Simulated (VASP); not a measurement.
# TaWC2 (R-3m) in VASP: further runs, part 3 of 3

VASP 6.6.1.

**4. Single point, LDA**

This run uses another cell than the first one, of 10.92 Å³/atom.

File INCAR:

```
SYSTEM = TaWC2
PREC     = Accurate       ! precision mode
ENCUT    = 700            ! plane-wave cutoff, eV
EDIFF    = 1E-6           ! SCF threshold, eV
ISMEAR   = -1             ! smearing method
SIGMA    = 0.05           ! smearing width, eV
LREAL    = .FALSE.        ! projectors in reciprocal space
LASPH    = .TRUE.         ! aspherical terms in the spheres
NELM     = 120            ! most SCF steps
ALGO     = Normal         ! electronic algorithm
ISIF     = 2              ! what is computed and relaxed
LWAVE    = .FALSE.        ! write WAVECAR
LCHARG   = .FALSE.        ! write CHGCAR
NBANDS   = 26             ! bands
GGA_COMPAT= .FALSE.
```

File KPOINTS:

```
regular mesh
0
G
  10 10 10
  0 0 0
```

File POSCAR:

```
TaWC2
1.0
    1.5718551461      0.9075109917      5.1016196719
   -1.5718551461      0.9075109917      5.1016196719
    0.0000000000     -1.8150219835      5.1016196719
W Ta C
1 1 2
Direct
    0.0000000000      0.0000000000      0.0000000000
    0.5000000000      0.5000000000      0.5000000000
    0.2509330000      0.2509330000      0.2509330000
    0.7490670000      0.7490670000      0.7490670000
```

Potentials or basis: VASP PAW LDA potentials, release 64 (W_sv, Ta_sv_GW, C).

On the command line:

```console
$ cat potpaw_LDA.64/W_sv/POTCAR potpaw_LDA.64/Ta_sv_GW/POTCAR potpaw_LDA.64/C/POTCAR > POTCAR
$ mpirun -np 1 vasp_std > vasp.out
```

OUTCAR:

```text
SYSTEM = TaWC2
   PREC = Accurate
   ENCUT = 700
   EDIFF = 1E-6
   ISMEAR = -1
   LREAL = .FALSE.
   LASPH = .TRUE.
   NELM = 120
   ISIF = 2

 ion  position               nearest neighbor table
   1  0.000  0.000  0.000-   4 2.21   4 2.21   3 2.21   3 2.21   4 2.21   3 2.21   2 3.13   2 3.13
                             2 3.13   2 3.13   2 3.13   2 3.13
   2  0.500  0.500  0.500-   3 2.23   3 2.23   4 2.23   4 2.23   3 2.23   4 2.23   1 3.13   1 3.13
                             1 3.13   1 3.13   1 3.13   1 3.13
   3  0.251  0.251  0.251-   1 2.21   1 2.21   1 2.21   2 2.23   2 2.23   2 2.23
   4  0.749  0.749  0.749-   1 2.21   1 2.21   1 2.21   2 2.23   2 2.23   2 2.23

  LATTYP: Found a trigonal (rhomboedric) cell.
 ALAT       =     5.4148710120
 COS(alpha) =     0.8314693846

  Lattice vectors:

 A1 = (   1.5718551461,   0.9075109917,   5.1016196719)
 A2 = (  -1.5718551461,   0.9075109917,   5.1016196719)
 A3 = (   0.0000000000,  -1.8150219835,   5.1016196719)

Analysis of symmetry for initial positions (statically):
=====================================================================
 Subroutine PRICEL returns:
 Original cell was already a primitive cell.

 Routine SETGRP: Setting up the symmetry group for a
 trigonal (rhombohedral) supercell.

 Subroutine GETGRP returns: Found 12 space group operations
 (whereof 12 operations were pure point group operations)
 out of a pool of 12 trial point group operations.

The static configuration has the point symmetry D_3d.

Analysis of symmetry for dynamics (positions and initial velocities):
=====================================================================
 Subroutine PRICEL returns:
 Original cell was already a primitive cell.

 Routine SETGRP: Setting up the symmetry group for a
 trigonal (rhombohedral) supercell.

 Subroutine GETGRP returns: Found 12 space group operations
 (whereof 12 operations were pure point group operations)
 out of a pool of 12 trial point group operations.

The dynamic configuration has the point symmetry D_3d.

 Subroutine INISYM returns: Found 12 space group operations
 (whereof 12 operations are pure point group operations),
 and found     1 'primitive' translations

----------------------------------------------------------------------------------------

                                     Primitive cell

  volume of cell :      43.6640

  direct lattice vectors                    reciprocal lattice vectors
     1.571855146  0.907510992  5.101619672     0.318095469  0.183652505  0.065338727
    -1.571855146  0.907510992  5.101619672    -0.318095469  0.183652505  0.065338727
     0.000000000 -1.815021984  5.101619672     0.000000000 -0.367305009  0.065338727

  length of vectors
     5.414871012  5.414871012  5.414871012     0.373071198  0.373071198  0.373071198

  position of ions in fractional coordinates (direct lattice)
     0.000000000  0.000000000  0.000000000
     0.500000000  0.500000000  0.500000000
     0.250933000  0.250933000  0.250933000
     0.749067000  0.749067000  0.749067000

  ion indices of the primitive-cell ions
   primitive index   ion index
                 1           1
                 2           2
                 3           3
                 4           4

[... 21 lines left out ...]
 Subroutine IBZKPT returns following result:
 ===========================================

 Found    116 irreducible k-points:

 Following reciprocal coordinates:
            Coordinates               Weight
  0.000000  0.000000  0.000000      1.000000
  0.100000 -0.000000  0.000000      6.000000
  0.200000 -0.000000  0.000000      6.000000
  0.300000 -0.000000  0.000000      6.000000
  0.400000  0.000000  0.000000      6.000000
  0.500000 -0.000000  0.000000      3.000000
[... 16 lines left out ...]
  0.300000  0.300000  0.000000      6.000000
  0.400000  0.300000  0.000000     12.000000
 [... further k-points ...]
   k-points           NKPTS =    116   k-points in BZ     NKDIM =    116   number of bands    NBANDS=     26
   number of dos      NEDOS =    301   number of ions     NIONS =      4
   total plane-waves  NPLWV = 110592
   dimension x,y,z NGX =    48 NGY =   48 NGZ =   48
   dimension x,y,z NGXF=    96 NGYF=   96 NGZF=   96
   ions per type =               1   1   2
   NGX,Y,Z   is equivalent  to a cutoff of  14.74, 14.74, 14.74 a.u.
   NGXF,Y,Z  is equivalent  to a cutoff of  29.47, 29.47, 29.47 a.u.
 SYSTEM =  TaWC2
   PREC   = accura    normal or accurate (medium, high low for compatibility)
   ISTART =      0    job   : 0-new  1-cont  2-samecut
   ICHARG =      2    charge: 1-file 2-atom 10-const
   ISPIN  =      1    spin polarized calculation?
   LNONCOLLINEAR =      F non collinear calculations
   LSORBIT =      F    spin-orbit coupling
   LASPH  =      T    aspherical Exc in radial PAW
   ENCUT  =  700.0 eV  51.45 Ry    7.17 a.u.  11.68 11.68 11.68*2*pi/ulx,y,z
   NELM   =    120;   NELMIN=  2; NELMDL= -5     # of ELM steps
   EDIFF  = 0.1E-05   stopping-criterion for ELM
   LREAL  =      F    real-space projection
   EDIFFG = 0.1E-04   stopping-criterion for IOM
   NSW    =      0    number of steps for IOM
   IBRION =     -1    ionic relax: 0-MD 1-quasi-New 2-CG
   NFREE  =      0    steps in history (QN), initial steepest desc. (CG)
   ISIF   =      2    stress and relaxation
   ISYM   =      2    0-nonsym 1-usesym 2-fastsym
   POTIM  = 0.5000    time-step for ionic-motion
   TEBEG  =    0.0;   TEEND  =   0.0 temperature during run
   PSTRESS=    0.0 pullay stress
   NELECT =      35.0000    total number of electrons
   NUPDOWN=      -1.0000    fix difference up-down
   EMIN   =  10.00;   EMAX   =-10.00  energy-range for DOS
   EFERMI =   0.00;   METHOD = LEGACY
   ISMEAR =    -1;   SIGMA  =   0.05  broadening in eV -4-tet -1-fermi 0-gaus
   EFERMI_NEDOS =   21; number of points for ismear=-14 and -15
   IALGO  =     38    algorithm
   IMIX   =      4    mixing-type and parameters
     AMIX     =   0.40;   BMIX     =  1.00
     AMIX_MAG =   1.60;   BMIX_MAG =  1.00
  volume/ion in A,a.u.               =      10.92        73.66
  Fermi-wavevector in a.u.,A,eV,Ry     =   1.520745  2.873790 31.465703  2.312664
  Thomas-Fermi vector in A             =   2.629554
   LORBIT       =      0    0 simple, 1 ext, 2 COOP (PROOUT), +10 PAW based schemes
   GGA     = CA    functional components
   LHFCALC =     F    Hartree Fock is set to
   AEXX    =    0.0000 exact exchange contribution
   IVDW    =     0    specifies the selected vdW correction
   LEPSILON=     F    determine dielectric tensor
   LRPA    =     F    only Hartree local field effects (RPA)
 non-spin polarized calculation
  energy-cutoff  :      700.00
  volume of cell :       43.66
 maximum number of plane-waves:      1853
   NGX = 23   NGY = 23   NGZ = 23

 number of electron      35.0000001 magnetization

 Free energy of the ion-electron system (eV)
  ---------------------------------------------------
  ext. energy  EPLUGINS =         0.00000000
  ---------------------------------------------------
  free energy    TOTEN  =       -50.58967363 eV

  energy without entropy =      -50.57452862  energy(sigma->0) =      -50.58210113

 E-fermi :  12.1282     XC(G=0): -13.7690

 val. band max:       12.1270157282   @ k =  -0.1000   0.2000   0.1000
 cond. band min:      12.1398323290   @ k =  -0.3000   0.1000  -0.0000
 fundamental gap:      0.0128166008
 Fermi energy:        12.1281556954

 k-point     1 :       0.0000    0.0000    0.0000
  band No.  band energies     occupation
      1     -62.7305      2.00000
      2     -56.4916      2.00000
      3     -27.2523      2.00000
      4     -27.0613      2.00000
      5     -27.0613      2.00000
      6     -23.3347      2.00000
[... 685 lines left out ...]
     25      18.8023      0.00000
     26      19.6258      0.00000

 [... further k-points ...]

------------------------ aborting loop because EDIFF is reached ----------------------------------------

  FORCE on cell =-STRESS in cart. coord.  units (eV):
  Direction    XX          YY          ZZ          XY          YZ          ZX
  --------------------------------------------------------------------------------------
  -------------------------------------------------------------------------------------
  Total       -4.1775637     -4.1775637     -4.1673473      0.0000000      0.0000000      0.0000000
  in kB     -153.2886208   -153.2886208   -152.9137466      0.0000000      0.0000000      0.0000000
  external PRESSURE =    -153.1636628 kB  Pullay stress =       0.0000000 kB

 VOLUME and BASIS-vectors are now :
 -----------------------------------------------------------------------------
  energy-cutoff  :      700.00
  volume of cell :       43.66
      direct lattice vectors                 reciprocal lattice vectors
     1.571855146  0.907510992  5.101619672     0.318095469  0.183652505  0.065338727
    -1.571855146  0.907510992  5.101619672    -0.318095469  0.183652505  0.065338727
     0.000000000 -1.815021984  5.101619672     0.000000000 -0.367305009  0.065338727

 POSITION                                       TOTAL-FORCE (eV/Angst)
 -----------------------------------------------------------------------------------
      0.00000      0.00000      0.00000        -0.000000     -0.000000     -0.000000
      0.00000     -0.00000      7.65243         0.000000      0.000000     -0.000000
      0.00000     -0.00000      3.84049        -0.000000     -0.000000      0.059956
      0.00000     -0.00000     11.46436        -0.000000      0.000000     -0.059956
 -----------------------------------------------------------------------------------
    total drift:                                0.000000      0.000000     -0.000000

  FREE ENERGIE OF THE ION-ELECTRON SYSTEM (eV)
  ---------------------------------------------------
  free  energy   TOTEN  =       -50.5896736341 eV

  energy  without entropy=      -50.5745286219  energy(sigma->0) =      -50.58210113
```

Wall time 12 min (1 thread of AMD EPYC 7R43 (Zen 3), shared host); peak memory 0.4 GiB.

Results:

- Free energy: -50.5897 eV
- Pressure: -15.3 GPa
- Largest force: 0.060 eV/Å
- Band gap on the k mesh: zero (an odd number of electrons rules out a gap without spin polarisation)

Forces on the atoms (eV/Å):
```
W    0.000  0.000  0.000
Ta   0.000  0.000  0.000
C    0.000  0.000  0.060
C    0.000  0.000 -0.060
```

Caveat: the cell stands under tension; spin-orbit coupling is left out, which moves the levels of the heavy elements; an odd number of electrons without spin polarisation forces a metal; a magnetic or distorted state may lie lower.

**5. Summary**

| cell | gap on the mesh (eV) | pressure (GPa) | largest force (eV/Å) |
| --- | --- | --- | --- |
| a = 5.521 Å, angles 33.8°, 4 atoms | none | -31.4 | 0.05 |
| a = 5.379 Å, angles 33.8°, 4 atoms | none | -8.7 | 0.06 |
| a = 5.415 Å, angles 33.8°, 4 atoms | none | -15.3 | 0.06 |

Alike in all rows: task single point; level LDA; potentials or basis VASP PAW LDA potentials, release 64 (W_sv, Ta_sv_GW, C); no spin polarisation; k mesh 10 × 10 × 10; cutoff (eV) 700; smearing fermi-dirac 0.05 eV.

Caveats: the cell stands under tension; spin-orbit coupling is left out, which moves the levels of the heavy elements; an odd number of electrons without spin polarisation forces a metal; a magnetic or distorted state may lie lower.

Absolute energies hang on the potentials; compare differences alone.
